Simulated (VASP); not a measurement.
# SnO2 (Cm) in VASP: single point with PBE+D3(BJ)

Aim: the single point of SnO2 with PBE+D3(BJ).

Everything below comes from runs of VASP 6.6.1. Logs are shortened: lines on timing, memory, paths and dates and some standing lists are left out, and cuts for length are marked.

## Step 1: The cell of the first run

It takes space group Cm (No. 8, monoclinic). The conventional cell has a = 5.563 Å, b = 3.212 Å, c = 10.343 Å, α = 90.00°, β = 90.00°, γ = 90.00°. Sn (site symmetry m) has 6 O at 1.93 to 2.33 Å within 2.6 Å. Within 2.5 Å of Sn (site symmetry m) lie 6 O at 1.82 to 2.41 Å. Within 2.6 Å of O (site symmetry m) lie 3 Sn at 1.93 to 2.21 Å. O (site symmetry m) has 3 Sn at 2.15 to 2.41 Å and 3 O at 2.75 Å within 2.9 Å. O (site symmetry m) has 3 Sn at 2.06 to 2.33 Å and 3 O at 2.75 Å within 2.8 Å. O (site symmetry m) has 3 Sn at 1.82 to 2.12 Å within 2.4 Å.

## Step 2: Single point, PBE+D3(BJ)

File INCAR:

```
SYSTEM = SnO2
PREC = Accurate
ENCUT = 520
EDIFF = 1E-7
ISMEAR = 0
SIGMA = 0.05
LREAL = .FALSE.
LASPH = .TRUE.
NELM = 80
ALGO = Normal
ISIF = 2
LWAVE = .FALSE.
LCHARG = .TRUE.
GGA = PE
IVDW = 12
LELF = .TRUE.
LVHAR = .TRUE.
NBANDS = 35
```

File KPOINTS:

```
regular mesh
0
G
  12 12 4
  0 0 0
```

File POSCAR:

```
SnO2
1.0
    3.2115702651      0.0000000000      0.0000000000
   -1.6057851326      2.7813014356      0.0000000000
    0.0000000000      0.0000000000     10.3427560363
Sn O
2 4
Direct
    0.0000000000      0.0000000000      0.5000000000
    0.0000000000      0.0000000000      0.0000000000
    0.6287783823      0.2575567646      0.4241752978
    0.6287783823      0.2575567646      0.1204419404
    0.2954450490      0.5908900980      0.6204419404
    0.2954450490      0.5908900980      0.9241752978
```

Potentials or basis: VASP PAW PBE potentials, release 64 (Sn_d, O).

On the command line:

```sh
> cat potpaw_PBE.64/Sn_d/POTCAR potpaw_PBE.64/O/POTCAR > POTCAR
> mpirun -np 1 vasp_std > vasp.out
```

OUTCAR:

```text
SYSTEM = SnO2
   PREC = Accurate
   ENCUT = 520
   EDIFF = 1E-7
   ISMEAR = 0
   LREAL = .FALSE.
   LASPH = .TRUE.
   NELM = 80
   ISIF = 2
   GGA = PE
   IVDW = 12
 IVDW          = 12

 ion  position               nearest neighbor table
   1  0.000  0.000  0.500-   3 1.93   3 1.93   5 2.06   3 2.21   5 2.33   5 2.33
   2  0.000  0.000  0.000-   6 1.82   6 2.12   6 2.12   4 2.15   4 2.15   4 2.41
   3  0.629  0.258  0.424-   1 1.93   1 1.93   1 2.21
   4  0.629  0.258  0.120-   2 2.15   2 2.15   2 2.41
   5  0.295  0.591  0.620-   1 2.06   1 2.33   1 2.33
   6  0.295  0.591  0.924-   2 1.82   2 2.12   2 2.12

  LATTYP: Found a hexagonal cell.
 ALAT       =     3.2115702651
 C/A-ratio  =     3.2204669936

  Lattice vectors:

 A1 = (   3.2115702651,   0.0000000000,   0.0000000000)
 A2 = (  -1.6057851326,   2.7813014356,   0.0000000000)
 A3 = (   0.0000000000,   0.0000000000,  10.3427560363)

Analysis of symmetry for initial positions (statically):
=====================================================================
 Subroutine PRICEL returns:
 Original cell was already a primitive cell.

 Routine SETGRP: Setting up the symmetry group for a
 hexagonal supercell.

 Subroutine GETGRP returns: Found  2 space group operations
 (whereof  2 operations were pure point group operations)
 out of a pool of 24 trial point group operations.

The static configuration has the point symmetry C_1h.

Analysis of symmetry for dynamics (positions and initial velocities):
=====================================================================
 Subroutine PRICEL returns:
 Original cell was already a primitive cell.

 Routine SETGRP: Setting up the symmetry group for a
 hexagonal supercell.

 Subroutine GETGRP returns: Found  2 space group operations
 (whereof  2 operations were pure point group operations)
 out of a pool of 24 trial point group operations.

The dynamic configuration has the point symmetry C_1h.

 Subroutine INISYM returns: Found  2 space group operations
 (whereof  2 operations are pure point group operations),
 and found     1 'primitive' translations

----------------------------------------------------------------------------------------

                                     Primitive cell

  volume of cell :      92.3851

  direct lattice vectors                    reciprocal lattice vectors
     3.211570265  0.000000000  0.000000000     0.311374162  0.179771956  0.000000000
    -1.605785133  2.781301436  0.000000000     0.000000000  0.359543913  0.000000000
     0.000000000  0.000000000 10.342756036     0.000000000  0.000000000  0.096686028

  length of vectors
     3.211570265  3.211570265 10.342756036     0.359543913  0.359543913  0.096686028

  position of ions in fractional coordinates (direct lattice)
     0.000000000  0.000000000  0.500000000
     0.000000000  0.000000000  0.000000000
     0.628778382  0.257556765  0.424175298
     0.628778382  0.257556765  0.120441940
     0.295445049  0.590890098  0.620441940
     0.295445049  0.590890098  0.924175298

  ion indices of the primitive-cell ions
   primitive index   ion index
                 1           1
                 2           2
                 3           3
                 4           4
                 5           5
                 6           6

----------------------------------------------------------------------------------------

 KPOINTS: regular mesh

Automatic generation of k-mesh.
 Grid dimensions read from file:
 generate k-points for:   12   12    4

 Generating k-lattice:

  Cartesian coordinates                     Fractional coordinates (reciprocal lattice)
     0.025947847  0.014980996  0.000000000     0.083333333  0.000000000  0.000000000
     0.000000000  0.029961993  0.000000000     0.000000000  0.083333333  0.000000000
     0.000000000  0.000000000  0.024171507     0.000000000  0.000000000  0.250000000

  Length of vectors
     0.029961993  0.029961993  0.024171507

  Shift w.r.t. Gamma in fractional coordinates (k-lattice)
     0.000000000  0.000000000  0.000000000

 Subroutine IBZKPT returns following result:
 ===========================================

 Found    164 irreducible k-points:

 Following reciprocal coordinates:
            Coordinates               Weight
  0.000000  0.000000  0.000000      1.000000
  0.083333  0.000000  0.000000      4.000000
  0.000000  0.083333  0.000000      2.000000
  0.166667  0.000000  0.000000      4.000000
  0.000000  0.166667  0.000000      2.000000
  0.250000  0.000000  0.000000      4.000000
[... 16 lines left out ...]
 -0.083333  0.416667  0.000000      4.000000
 -0.416667  0.333333  0.000000      4.000000
 [... further k-points ...]
   k-points           NKPTS =    164   k-points in BZ     NKDIM =    164   number of bands    NBANDS=     35
   number of dos      NEDOS =    301   number of ions     NIONS =      6
   total plane-waves  NPLWV =  46080
   dimension x,y,z NGX =    24 NGY =   24 NGZ =   80
   dimension x,y,z NGXF=    48 NGYF=   48 NGZF=  160
   ions per type =               2   4
   NGX,Y,Z   is equivalent  to a cutoff of  12.42, 12.42, 12.86 a.u.
   NGXF,Y,Z  is equivalent  to a cutoff of  24.85, 24.85, 25.72 a.u.
 SYSTEM =  SnO2
   PREC   = accura    normal or accurate (medium, high low for compatibility)
   ISTART =      0    job   : 0-new  1-cont  2-samecut
   ICHARG =      2    charge: 1-file 2-atom 10-const
   ISPIN  =      1    spin polarized calculation?
   LNONCOLLINEAR =      F non collinear calculations
   LSORBIT =      F    spin-orbit coupling
   LASPH  =      T    aspherical Exc in radial PAW
   ENCUT  =  520.0 eV  38.22 Ry    6.18 a.u.   5.97  5.97 19.23*2*pi/ulx,y,z
   NELM   =     80;   NELMIN=  2; NELMDL= -5     # of ELM steps
   EDIFF  = 0.1E-06   stopping-criterion for ELM
   LREAL  =      F    real-space projection
   EDIFFG = 0.1E-05   stopping-criterion for IOM
   NSW    =      0    number of steps for IOM
   IBRION =     -1    ionic relax: 0-MD 1-quasi-New 2-CG
   NFREE  =      0    steps in history (QN), initial steepest desc. (CG)
   ISIF   =      2    stress and relaxation
   ISYM   =      2    0-nonsym 1-usesym 2-fastsym
   POTIM  = 0.5000    time-step for ionic-motion
   TEBEG  =    0.0;   TEEND  =   0.0 temperature during run
   PSTRESS=    0.0 pullay stress
   NELECT =      52.0000    total number of electrons
   NUPDOWN=      -1.0000    fix difference up-down
   EMIN   =  10.00;   EMAX   =-10.00  energy-range for DOS
   EFERMI =   0.00;   METHOD = LEGACY
   ISMEAR =     0;   SIGMA  =   0.05  broadening in eV -4-tet -1-fermi 0-gaus
   EFERMI_NEDOS =   21; number of points for ismear=-14 and -15
   IALGO  =     38    algorithm
   IMIX   =      4    mixing-type and parameters
     AMIX     =   0.40;   BMIX     =  1.00
     AMIX_MAG =   1.60;   BMIX_MAG =  1.00
  volume/ion in A,a.u.               =      15.40       103.91
  Fermi-wavevector in a.u.,A,eV,Ry     =   1.351685  2.554313 24.858540  1.827051
  Thomas-Fermi vector in A             =   2.479086
   LORBIT       =      0    0 simple, 1 ext, 2 COOP (PROOUT), +10 PAW based schemes
   GGA     = PE    functional components
   LHFCALC =     F    Hartree Fock is set to
   AEXX    =    0.0000 exact exchange contribution
   IVDW    =    12    specifies the selected vdW correction
   LEPSILON=     F    determine dielectric tensor
   LRPA    =     F    only Hartree local field effects (RPA)
 non-spin polarized calculation
 Gauss-broadening in eV      SIGMA  =   0.05
  energy-cutoff  :      520.00
  volume of cell :       92.39
 maximum number of plane-waves:      2520
   NGX = 11   NGY = 11   NGZ = 39

 number of electron      51.9999987 magnetization

 Free energy of the ion-electron system (eV)
  ---------------------------------------------------
  ext. energy  EPLUGINS =         0.00000000
  ---------------------------------------------------
  free energy    TOTEN  =       -34.40611345 eV

  energy without entropy =      -34.40611345  energy(sigma->0) =      -34.40611345

 E-fermi :   3.2974     XC(G=0):  -9.5246

 val. band max:        3.0331428361   @ k =   0.0000   0.0000   0.0000
 cond. band min:       4.6285683644   @ k =   0.0000   0.0000   0.0000
 fundamental gap:      1.5954255283
 Fermi energy:         3.2973664162

 k-point     1 :       0.0000    0.0000    0.0000
  band No.  band energies     occupation
      1     -18.1490      2.00000
      2     -17.9792      2.00000
      3     -17.3599      2.00000
      4     -17.3272      2.00000
      5     -17.3006      2.00000
      6     -17.2687      2.00000
[... 27 lines left out ...]
     34      13.9139      0.00000
     35      14.2713      0.00000

 k-point     2 :       0.0833    0.0000    0.0000
  band No.  band energies     occupation
      1     -18.1616      2.00000
      2     -17.9923      2.00000
      3     -17.3540      2.00000
      4     -17.3059      2.00000
      5     -17.2911      2.00000
      6     -17.2748      2.00000
[... 27 lines left out ...]
     34      13.8165      0.00000
     35      14.3416      0.00000

 k-point     3 :       0.0000    0.0833    0.0000
  band No.  band energies     occupation
      1     -18.1656      2.00000
      2     -18.0017      2.00000
      3     -17.3468      2.00000
      4     -17.3252      2.00000
      5     -17.2926      2.00000
      6     -17.2495      2.00000
[... 27 lines left out ...]
     34      13.8060      0.00000
     35      14.2154      0.00000
[... 723 lines left out ...]
 k-point    23 :      -0.0833    0.4167    0.0000
  band No.  band energies     occupation
      1     -18.4936      2.00000
      2     -18.3495      2.00000
      3     -17.3186      2.00000
      4     -17.2241      2.00000
      5     -17.2110      2.00000
      6     -17.1539      2.00000
[... 27 lines left out ...]
     34      14.6179      0.00000
     35      14.9960      0.00000

 k-point    24 :      -0.4167    0.3333    0.0000
  band No.  band energies     occupation
      1     -18.4064      2.00000
      2     -18.3255      2.00000
      3     -17.3507      2.00000
      4     -17.2644      2.00000
      5     -17.2053      2.00000
      6     -17.1897      2.00000
[... 27 lines left out ...]
     34      14.6017      0.00000
     35      14.9880      0.00000

 [... further k-points ...]

------------------------ aborting loop because EDIFF is reached ----------------------------------------

 Edisp (eV)   -0.98748

 E8    (eV) :    -0.3867

  FORCE on cell =-STRESS in cart. coord.  units (eV):
  Direction    XX          YY          ZZ          XY          YZ          ZX
  --------------------------------------------------------------------------------------
  -------------------------------------------------------------------------------------
  Total       5.28783     8.10293    -0.19207    -0.00000    -3.58287     0.00000
  in kB      91.70367   140.52406    -3.33087    -0.00000   -62.13556     0.00000
  external pressure =       76.30 kB  Pullay stress =        0.00 kB

 VOLUME and BASIS-vectors are now :
 -----------------------------------------------------------------------------
  energy-cutoff  :      520.00
  volume of cell :       92.39
      direct lattice vectors                 reciprocal lattice vectors
     3.211570265  0.000000000  0.000000000     0.311374162  0.179771956  0.000000000
    -1.605785133  2.781301436  0.000000000     0.000000000  0.359543913  0.000000000
     0.000000000  0.000000000 10.342756036     0.000000000  0.000000000  0.096686028

 POSITION                                       TOTAL-FORCE (eV/Angst)
 -----------------------------------------------------------------------------------
      0.00000      0.00000      5.17138         0.000000     -2.966908      4.900467
      0.00000      0.00000      0.00000         0.000000     -4.912497      5.476404
      1.60579      0.71634      4.38714        -0.000000      2.048902     -3.099011
      1.60579      0.71634      1.24570        -0.000000      0.354127     -1.951720
     -0.00000      1.64344      6.41708        -0.000000      0.917436     -1.801324
     -0.00000      1.64344      9.55852        -0.000000      4.558940     -3.524817
 -----------------------------------------------------------------------------------
    total drift:                               -0.000002     -0.000319      0.000209

  FREE ENERGIE OF THE ION-ELECTRON SYSTEM (eV)
  ---------------------------------------------------
  free  energy   TOTEN  =       -35.3935929908 eV

  energy  without entropy=      -35.3935929908  energy(sigma->0) =      -35.39359299
```

Wall time 11 min (1 thread of Intel Xeon 8259CL, shared host); peak memory 0.51 GiB.

What came out:

| Property | Result |
| --- | --- |
| Free energy | -35.3936 eV |
| Pressure | 7.6 GPa |
| Largest force | 7.357 eV/Å |
| Band gap on the k mesh | 1.60 eV |
| Dispersion energy per atom | -0.165 eV |

Forces on the atoms (eV/Å):
```
Sn   0.000 -2.967  4.900
Sn   0.000 -4.912  5.476
O    0.000  2.049 -3.099
O    0.000  0.354 -1.952
O    0.000  0.917 -1.801
O    0.000  4.559 -3.525
```

Caveat: the cell differs from its parent crystal (all O atoms moved +0.312 Å, as atom 3 towards its neighbour atom 5 (O) at 2.749 Å); the cell stands under pressure; spin-orbit coupling is left out, which moves the levels of the heavy elements; forces of over 1 eV/Å act on the atoms, so gaps and moduli don't describe the material at rest.
